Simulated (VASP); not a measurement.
# LiF (Fm-3m) in VASP: settings compared, part 2 of 2

VASP 6.6.1. The steps go on from the part before.

### Step 4. Single point, PBEsol

This run uses another cell than the first one, of 8.05 Å³/atom.

The input, INCAR:

```
ALGO = Normal
EDIFF = 1E-6
ENCUT = 520
GGA = PS
ISIF = 2
ISMEAR = -1
LASPH = T
LCHARG = F
LREAL = F
LWAVE = F
NBANDS = 12
NELM = 60
PREC = Accurate
SIGMA = 0.05
```

The input, KPOINTS:

```
k-points
0
Gamma
  11 11 11
```

The input, POSCAR:

```
LiF
1.0
    0.0000000000      2.0039701198      2.0039701198
    2.0039701198      0.0000000000      2.0039701198
    2.0039701198      2.0039701198      0.0000000000
F Li
1 1
Direct
    0.5000000000      0.5000000000      0.5000000000
    0.0000000000      0.0000000000      0.0000000000
```

Potentials or basis: VASP PAW PBE potentials, release 64 (F, Li_sv).

Launch:

```bash
$ cat potpaw_PBE.64/F/POTCAR potpaw_PBE.64/Li_sv/POTCAR > POTCAR
$ mpirun -np 1 vasp_std > vasp.out
```

OUTCAR:

```text
EDIFF = 1E-6
   ENCUT = 520
   GGA = PS
   ISIF = 2
   ISMEAR = -1
   LASPH = T
   LREAL = F
   NELM = 60
   PREC = Accurate

 ion  position               nearest neighbor table
   1  0.500  0.500  0.500-   2 2.00   2 2.00   2 2.00   2 2.00   2 2.00   2 2.00
   2  0.000  0.000  0.000-   1 2.00   1 2.00   1 2.00   1 2.00   1 2.00   1 2.00

  LATTYP: Found a face centered cubic cell.
 ALAT       =     4.0079402396

  Lattice vectors:

 A1 = (   0.0000000000,   2.0039701198,   2.0039701198)
 A2 = (   2.0039701198,   0.0000000000,   2.0039701198)
 A3 = (   2.0039701198,   2.0039701198,   0.0000000000)

Analysis of symmetry for initial positions (statically):
=====================================================================
 Subroutine PRICEL returns:
 Original cell was already a primitive cell.

 Routine SETGRP: Setting up the symmetry group for a
 face centered cubic supercell.

 Subroutine GETGRP returns: Found 48 space group operations
 (whereof 48 operations were pure point group operations)
 out of a pool of 48 trial point group operations.

[... 175 lines left out ...]
      3      -1.0173      2.00000
      4      -1.0173      2.00000
      5      -1.0173      2.00000
      6       8.0380      0.00000
      7      23.0038      0.00000
      8      23.0038      0.00000
      9      23.0039      0.00000
     10      23.2379      0.00000
     11      23.2379      0.00000
     12      23.2379      0.00000
[... 331 lines left out ...]
 k-point    24 :      -0.1818    0.1818    0.0000
  band No.  band energies     occupation
      1     -41.1486      2.00000
      2     -20.6207      2.00000
      3      -2.5237      2.00000
      4      -1.7620      2.00000
      5      -1.0957      2.00000
      6       9.9300      0.00000
      7      15.9767      0.00000
      8      18.9896      0.00000
      9      19.2358      0.00000
     10      25.6957      0.00000
     11      26.1439      0.00000
     12      29.1426      0.00000

 [... further k-points ...]

------------------------ aborting loop because EDIFF is reached ----------------------------------------

  FORCE on cell =-STRESS in cart. coord.  units (eV):
  Direction    XX          YY          ZZ          XY          YZ          ZX
  --------------------------------------------------------------------------------------
  -------------------------------------------------------------------------------------
  Total       -0.0233999     -0.0233999     -0.0233999      0.0000000     -0.0000000     -0.0000000
  in kB       -2.3292777     -2.3292777     -2.3292777      0.0000000     -0.0000000     -0.0000000
  external PRESSURE =      -2.3292777 kB  Pullay stress =       0.0000000 kB

 VOLUME and BASIS-vectors are now :
 -----------------------------------------------------------------------------
  energy-cutoff  :      520.00
  volume of cell :       16.10
      direct lattice vectors                 reciprocal lattice vectors
     0.000000000  2.003970120  2.003970120    -0.249504718  0.249504718  0.249504718
     2.003970120  0.000000000  2.003970120     0.249504718 -0.249504718  0.249504718
     2.003970120  2.003970120  0.000000000     0.249504718  0.249504718 -0.249504718

 POSITION                                       TOTAL-FORCE (eV/Angst)
 -----------------------------------------------------------------------------------
      2.00397      2.00397      2.00397        -0.000000      0.000000      0.000000
      0.00000      0.00000      0.00000         0.000000     -0.000000      0.000000
 -----------------------------------------------------------------------------------
    total drift:                               -0.000000     -0.000000      0.000000

  FREE ENERGIE OF THE ION-ELECTRON SYSTEM (eV)
  ---------------------------------------------------
  free  energy   TOTEN  =        -9.8522241487 eV

  energy  without entropy=       -9.8522241487  energy(sigma->0) =       -9.85222415
```

OSZICAR:

```text
N       E                     dE             d eps       ncg     rms          rms(c)
DAV:   1     0.297992872116E+02    0.29799E+02   -0.54063E+03  1416   0.836E+02
DAV:   2    -0.930848379994E+01   -0.39108E+02   -0.38424E+02  1616   0.187E+02
DAV:   3    -0.102686232348E+02   -0.96014E+00   -0.95816E+00  1748   0.253E+01
DAV:   4    -0.102779114352E+02   -0.92882E-02   -0.92878E-02  1588   0.266E+00
DAV:   5    -0.102779979192E+02   -0.86484E-04   -0.86484E-04  1704   0.195E-01    0.406E+00
DAV:   6    -0.985160965133E+01    0.42639E+00   -0.19889E+00  1512   0.872E+00    0.138E+00
DAV:   7    -0.984983169502E+01    0.17780E-02   -0.15968E-02  1776   0.112E+00    0.836E-01
DAV:   8    -0.985215598387E+01   -0.23243E-02   -0.11659E-02  1692   0.119E+00    0.105E-01
DAV:   9    -0.985217650071E+01   -0.20517E-04   -0.10451E-03  1584   0.285E-01    0.427E-02
DAV:  10    -0.985222379450E+01   -0.47294E-04   -0.10029E-04  1560   0.751E-02    0.947E-03
DAV:  11    -0.985222414867E+01   -0.35417E-06   -0.42575E-06  1644   0.207E-02
   1 F= -.98522241E+01 E0= -.98522241E+01  d E =-.871300E-12
```

It took 15 s on 1 thread of Intel Xeon 8259CL, shared host; peak memory 0.13 GiB.

What came out:

- Free energy: -9.8522 eV
- Band gap on the k mesh: 9.06 eV

Caveat: the cutoff is under 1.25 times the usual one of these potentials, so pressure, stress and relaxed cells hold a basis-set (Pulay) error; the PAW data sets were made with another functional, which shifts forces and pressure a little; an odd mesh through Γ misses points on the zone boundary, where band edges can lie.

### Step 5. Summary

```csv
level,cell,k mesh,grid for exact exchange (PRECFOCK),share of exact exchange,screening parameter,gap on the mesh (eV)
PBEsol,"a = 2.886 Å, angles 60.0°, 2 atoms",11 × 11 × 11,-,-,-,8.58
HSE06,"a = 2.790 Å, angles 60.0°, 2 atoms",8 × 8 × 8,Normal,0.25,0.2079 1/Å,12.00
PBEsol,"a = 2.834 Å, angles 60.0°, 2 atoms",11 × 11 × 11,-,-,-,9.06
```

Alike in all rows: task single point; potentials or basis VASP PAW PBE potentials, release 64 (F, Li_sv); no spin polarisation; cutoff (eV) 520; smearing fermi-dirac 0.05 eV.

Caveats: the cutoff is under 1.25 times the usual one of these potentials, so pressure, stress and relaxed cells hold a basis-set (Pulay) error; the PAW data sets were made with another functional, which shifts forces and pressure a little; an odd mesh through Γ misses points on the zone boundary, where band edges can lie (at least some runs).

Absolute energies hang on the potentials; compare differences alone.
